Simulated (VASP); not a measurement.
# GaP (I-4m2) in VASP: further runs

GaP is run at these levels: PBE; tasks: single point.

Everything below comes from runs of VASP 6.6.1. Logs are shortened: lines on timing, memory, paths and dates and some standing lists are left out, and cuts for length are marked.

### 1 The cell of the first run

It takes space group I-4m2 (No. 119, tetragonal). Conventional cell: a = 3.663 Å, b = 3.663 Å, c = 6.217 Å, α = 90.00°, β = 90.00°, γ = 90.00°. Ga (site symmetry -4m2) has 4 P at 2.40 Å within 3.2 Å. Within 3.2 Å of P (site symmetry -4m2) lie 4 Ga at 2.40 Å.

### 2 Single point, PBE

File INCAR:

```
SYSTEM = GaP
ALGO = Normal
EDIFF = 1E-7
ENCUT = 520
GGA = PE
ISIF = 2
ISMEAR = 0
LASPH = .True.
LCHARG = .True.
LELF = .True.
LREAL = .False.
LVHAR = .True.
LWAVE = .False.
NBANDS = 16
NELM = 100
PREC = Accurate
SIGMA = 0.05
```

File KPOINTS:

```
k-points
0
Gamma
  10 10 10
  0 0 0
```

File POSCAR:

```
GaP
1.0
    0.0000000000      2.5902363100      3.1082835720
    2.5902363100      0.0000000000      3.1082835720
    2.5902363100      2.5902363100      0.0000000000
Ga P
1 1
Direct
    0.0000000000      0.0000000000      0.0000000000
    0.7500000000      0.7500000000      0.7500000000
```

Potentials or basis: VASP PAW PBE potentials, release 64 (Ga_d, P).

Launch:

```
$ cat potpaw_PBE.64/Ga_d/POTCAR potpaw_PBE.64/P/POTCAR > POTCAR
$ mpirun -np 1 vasp_std > vasp.out
```

OUTCAR:

```text
SYSTEM = GaP
   EDIFF = 1E-7
   ENCUT = 520
   GGA = PE
   ISIF = 2
   ISMEAR = 0
   LASPH = .True.
   LREAL = .False.
   NELM = 100
   PREC = Accurate

 ion  position               nearest neighbor table
   1  0.000  0.000  0.000-   2 2.40   2 2.40   2 2.40   2 2.40
   2  0.750  0.750  0.750-   1 2.40   1 2.40   1 2.40   1 2.40

  LATTYP: Found a body centered tetragonal cell.
 ALAT       =     3.6631473194
 C/A-ratio  =     1.6970562748

  Lattice vectors:

 A1 = (  -2.5902363100,   0.0000000000,   3.1082835720)
 A2 = (   2.5902363100,   0.0000000000,   3.1082835720)
 A3 = (   0.0000000000,   2.5902363100,  -3.1082835720)

Analysis of symmetry for initial positions (statically):
=====================================================================
 Subroutine PRICEL returns:
 Original cell was already a primitive cell.

 Routine SETGRP: Setting up the symmetry group for a
 body centered tetragonal supercell.

 Subroutine GETGRP returns: Found  8 space group operations
 (whereof  8 operations were pure point group operations)
 out of a pool of 16 trial point group operations.

The static configuration has the point symmetry D_2d.

Analysis of symmetry for dynamics (positions and initial velocities):
=====================================================================
 Subroutine PRICEL returns:
 Original cell was already a primitive cell.

 Routine SETGRP: Setting up the symmetry group for a
 body centered tetragonal supercell.

 Subroutine GETGRP returns: Found  8 space group operations
 (whereof  8 operations were pure point group operations)
 out of a pool of 16 trial point group operations.

The dynamic configuration has the point symmetry D_2d.

 Subroutine INISYM returns: Found  8 space group operations
 (whereof  8 operations are pure point group operations),
 and found     1 'primitive' translations

----------------------------------------------------------------------------------------

                                     Primitive cell

  volume of cell :      41.7090

  direct lattice vectors                    reciprocal lattice vectors
     0.000000000  2.590236310  3.108283572    -0.193032581  0.193032581  0.160860484
     2.590236310  0.000000000  3.108283572     0.193032581 -0.193032581  0.160860484
     2.590236310  2.590236310  0.000000000     0.193032581  0.193032581 -0.160860484

  length of vectors
     4.046078460  4.046078460  3.663147319     0.316858407  0.316858407  0.316858407

  position of ions in fractional coordinates (direct lattice)
     0.000000000  0.000000000  0.000000000
     0.750000000  0.750000000  0.750000000

  ion indices of the primitive-cell ions
   primitive index   ion index
                 1           1
                 2           2

----------------------------------------------------------------------------------------

 KPOINTS: k-points

Automatic generation of k-mesh.
 Grid dimensions read from file:
 generate k-points for:   10   10   10

 Generating k-lattice:

  Cartesian coordinates                     Fractional coordinates (reciprocal lattice)
    -0.019303258  0.019303258  0.016086048     0.100000000  0.000000000  0.000000000
     0.019303258 -0.019303258  0.016086048     0.000000000  0.100000000  0.000000000
     0.019303258  0.019303258 -0.016086048    -0.000000000 -0.000000000  0.100000000

  Length of vectors
     0.031685841  0.031685841  0.031685841

  Shift w.r.t. Gamma in fractional coordinates (k-lattice)
     0.000000000  0.000000000  0.000000000

 Subroutine IBZKPT returns following result:
 ===========================================

 Found    102 irreducible k-points:

 Following reciprocal coordinates:
            Coordinates               Weight
  0.000000  0.000000  0.000000      1.000000
  0.100000 -0.000000  0.000000      8.000000
  0.200000 -0.000000  0.000000      8.000000
  0.300000  0.000000  0.000000      8.000000
  0.400000  0.000000  0.000000      8.000000
  0.500000 -0.000000  0.000000      4.000000
[... 16 lines left out ...]
  0.300000  0.300000  0.000000      2.000000
  0.400000  0.300000  0.000000      8.000000
 [... further k-points ...]
   k-points           NKPTS =    102   k-points in BZ     NKDIM =    102   number of bands    NBANDS=     16
   number of dos      NEDOS =    301   number of ions     NIONS =      2
   total plane-waves  NPLWV =  25200
   dimension x,y,z NGX =    30 NGY =   30 NGZ =   28
   dimension x,y,z NGXF=    60 NGYF=   60 NGZF=   56
   ions per type =               1   1
   NGX,Y,Z   is equivalent  to a cutoff of  12.33, 12.33, 12.71 a.u.
   NGXF,Y,Z  is equivalent  to a cutoff of  24.65, 24.65, 25.41 a.u.
 SYSTEM =  GaP
   PREC   = accura    normal or accurate (medium, high low for compatibility)
   ISTART =      0    job   : 0-new  1-cont  2-samecut
   ICHARG =      2    charge: 1-file 2-atom 10-const
   ISPIN  =      1    spin polarized calculation?
   LNONCOLLINEAR =      F non collinear calculations
   LSORBIT =      F    spin-orbit coupling
   LASPH  =      T    aspherical Exc in radial PAW
   ENCUT  =  520.0 eV  38.22 Ry    6.18 a.u.   7.52  7.52  6.81*2*pi/ulx,y,z
   NELM   =    100;   NELMIN=  2; NELMDL= -5     # of ELM steps
   EDIFF  = 0.1E-06   stopping-criterion for ELM
   LREAL  =      F    real-space projection
   EDIFFG = 0.1E-05   stopping-criterion for IOM
   NSW    =      0    number of steps for IOM
   IBRION =     -1    ionic relax: 0-MD 1-quasi-New 2-CG
   NFREE  =      0    steps in history (QN), initial steepest desc. (CG)
   ISIF   =      2    stress and relaxation
   ISYM   =      2    0-nonsym 1-usesym 2-fastsym
   POTIM  = 0.5000    time-step for ionic-motion
   TEBEG  =    0.0;   TEEND  =   0.0 temperature during run
   PSTRESS=    0.0 pullay stress
   NELECT =      18.0000    total number of electrons
   NUPDOWN=      -1.0000    fix difference up-down
   EMIN   =  10.00;   EMAX   =-10.00  energy-range for DOS
   EFERMI =   0.00;   METHOD = LEGACY
   ISMEAR =     0;   SIGMA  =   0.05  broadening in eV -4-tet -1-fermi 0-gaus
   EFERMI_NEDOS =   21; number of points for ismear=-14 and -15
   IALGO  =     38    algorithm
   IMIX   =      4    mixing-type and parameters
     AMIX     =   0.40;   BMIX     =  1.00
     AMIX_MAG =   1.60;   BMIX_MAG =  1.00
  volume/ion in A,a.u.               =      20.85       140.73
  Fermi-wavevector in a.u.,A,eV,Ry     =   1.237150  2.337875 20.824279  1.530541
  Thomas-Fermi vector in A             =   2.371730
   LORBIT       =      0    0 simple, 1 ext, 2 COOP (PROOUT), +10 PAW based schemes
   GGA     = PE    functional components
   LHFCALC =     F    Hartree Fock is set to
   AEXX    =    0.0000 exact exchange contribution
   IVDW    =     0    specifies the selected vdW correction
   LEPSILON=     F    determine dielectric tensor
   LRPA    =     F    only Hartree local field effects (RPA)
 non-spin polarized calculation
 Gauss-broadening in eV      SIGMA  =   0.05
  energy-cutoff  :      520.00
  volume of cell :       41.71
 maximum number of plane-waves:      1151
   NGX = 15   NGY = 15   NGZ = 13

 number of electron      18.0000001 magnetization

 Free energy of the ion-electron system (eV)
  ---------------------------------------------------
  ext. energy  EPLUGINS =         0.00000000
  ---------------------------------------------------
  free energy    TOTEN  =        -8.87354500 eV

  energy without entropy =       -8.87354500  energy(sigma->0) =       -8.87354500

 E-fermi :   5.0871     XC(G=0):  -9.7332

 val. band max:        4.8001772965   @ k =   0.0000   0.0000   0.0000
 cond. band min:       5.3162838920   @ k =   0.5000  -0.0000   0.0000
 fundamental gap:      0.5161065955
 Fermi energy:         5.0871026478

 k-point     1 :       0.0000    0.0000    0.0000
  band No.  band energies     occupation
      1     -10.2174      2.00000
      2     -10.1555      2.00000
      3     -10.1555      2.00000
      4     -10.1097      2.00000
      5     -10.0875      2.00000
      6      -7.8454      2.00000
[... 8 lines left out ...]
     15      13.3894      0.00000
     16      14.3337      0.00000

 k-point     2 :       0.1000   -0.0000    0.0000
  band No.  band energies     occupation
      1     -10.2160      2.00000
      2     -10.1614      2.00000
      3     -10.1533      2.00000
      4     -10.1107      2.00000
      5     -10.0856      2.00000
      6      -7.7200      2.00000
[... 8 lines left out ...]
     15      13.8427      0.00000
     16      15.1459      0.00000

 k-point     3 :       0.2000   -0.0000    0.0000
  band No.  band energies     occupation
      1     -10.2160      2.00000
      2     -10.1727      2.00000
      3     -10.1481      2.00000
      4     -10.1130      2.00000
      5     -10.0802      2.00000
      6      -7.3560      2.00000
[... 8 lines left out ...]
     15      14.2567      0.00000
     16      14.7039      0.00000

 k-point     4 :       0.3000    0.0000    0.0000
  band No.  band energies     occupation
      1     -10.2256      2.00000
      2     -10.1769      2.00000
      3     -10.1432      2.00000
      4     -10.1143      2.00000
      5     -10.0724      2.00000
      6      -6.7989      2.00000
[... 8 lines left out ...]
     15      14.0025      0.00000
     16      15.0008      0.00000
[... 324 lines left out ...]
 k-point    22 :      -0.2000    0.2000    0.0000
  band No.  band energies     occupation
      1     -10.2251      2.00000
      2     -10.1788      2.00000
      3     -10.1395      2.00000
      4     -10.1205      2.00000
      5     -10.0709      2.00000
      6      -6.5154      2.00000
[... 8 lines left out ...]
     15      15.0255      0.00000
     16      15.7242      0.00000

 k-point    23 :       0.3000    0.3000    0.0000
  band No.  band energies     occupation
      1     -10.2672      2.00000
      2     -10.1280      2.00000
      3     -10.1280      2.00000
      4     -10.1040      2.00000
      5     -10.0874      2.00000
      6      -6.7158      2.00000
[... 8 lines left out ...]
     15      16.7418      0.00000
     16      16.8572      0.00000

 k-point    24 :       0.4000    0.3000    0.0000
  band No.  band energies     occupation
      1     -10.2723      2.00000
      2     -10.1280      2.00000
      3     -10.1230      2.00000
      4     -10.1039      2.00000
      5     -10.0863      2.00000
      6      -6.2808      2.00000
[... 8 lines left out ...]
     15      16.7205      0.00000
     16      17.1518      0.00000

 [... further k-points ...]

------------------------ aborting loop because EDIFF is reached ----------------------------------------

  FORCE on cell =-STRESS in cart. coord.  units (eV):
  Direction    XX          YY          ZZ          XY          YZ          ZX
  --------------------------------------------------------------------------------------
  -------------------------------------------------------------------------------------
  Total        1.4199881      1.4199881     -3.0962661      0.0000000      0.0000000      0.0000000
  in kB       54.5463745     54.5463745   -118.9376801      0.0000000      0.0000000      0.0000000
  external PRESSURE =      -3.2816437 kB  Pullay stress =       0.0000000 kB

 VOLUME and BASIS-vectors are now :
 -----------------------------------------------------------------------------
  energy-cutoff  :      520.00
  volume of cell :       41.71
      direct lattice vectors                 reciprocal lattice vectors
     0.000000000  2.590236310  3.108283572    -0.193032581  0.193032581  0.160860484
     2.590236310  0.000000000  3.108283572     0.193032581 -0.193032581  0.160860484
     2.590236310  2.590236310  0.000000000     0.193032581  0.193032581 -0.160860484

 POSITION                                       TOTAL-FORCE (eV/Angst)
 -----------------------------------------------------------------------------------
      0.00000      0.00000      0.00000         0.000000      0.000000     -0.000000
      3.88535      3.88535      4.66243        -0.000000     -0.000000      0.000000
 -----------------------------------------------------------------------------------
    total drift:                               -0.000006     -0.000006      0.000000

  FREE ENERGIE OF THE ION-ELECTRON SYSTEM (eV)
  ---------------------------------------------------
  free  energy   TOTEN  =        -8.8735450048 eV

  energy  without entropy=       -8.8735450048  energy(sigma->0) =       -8.87354500
```

Wall time 64 s (1 thread of Intel Xeon Platinum 8259CL at 2.50GHz (Skylake/Cascade Lake), shared host); peak memory 0.21 GiB.

What came out:

* Free energy: -8.8735 eV
* Pressure: -0.3 GPa
* Band gap on the k mesh: 0.52 eV, indirect (least direct gap 0.77 eV)

Levels at points of the mesh, in eV from the valence-band top:
```csv
k point,band 6,band 7,band 8,band 9,band 10,band 11,band 12,band 13
"(0.00, 0.00, 0.00)",-12.65,-1.30,0.00,0.00,0.77,3.53,3.53,3.94
"(0.50, 0.00, 0.00)",-10.66,-6.84,-2.25,-0.64,0.52,4.45,5.04,7.97
"(0.50, 0.50, 0.00)",-10.35,-7.75,-2.08,-2.08,2.24,2.59,9.19,9.82
"(0.50, 0.00, 0.50)",-9.56,-6.58,-3.33,-3.24,0.91,0.94,8.49,8.55
```

 A k mesh can miss the band edges.

[end of part 1 of 3]
